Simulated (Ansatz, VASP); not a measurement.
# Pb: VASP beside Ansatz

```
Pb
1.0
     0.00000    2.44157    2.44157
     2.44157    0.00000    2.44157
     2.44157    2.44157    0.00000
Pb
1
Direct
  0.00000 0.00000 0.00000
```

Change from the starting cell: volume scaled by 0.96.

Alike in both runs: task single point; functional LDA; k mesh 9 × 9 × 9; occupations fermi-dirac, width 0.05 eV; no spin polarisation.

|  | VASP | Ansatz |
| --- | --- | --- |
| version | VASP 6.6.1 | Ansatz 0.2.0 |
| potentials or method | VASP PAW LDA potentials, release 64 (Pb_d), cutoff 520 eV | all-electron LAPW, scalar-relativistic |

```csv
,VASP,Ansatz,Ansatz less VASP
gap on the k mesh at the Fermi level (eV),none,none,-
pressure (GPa),-0.1,-0.2,-0.12
```

LDA's correlation is that of Perdew and Zunger in VASP and of Perdew and Wang (1992) in Ansatz. A gap of «none» marks a metal or a gap that the smearing closes. Ansatz ran all-electron here, and VASP with PAW potentials.

Spin-orbit coupling is off throughout.
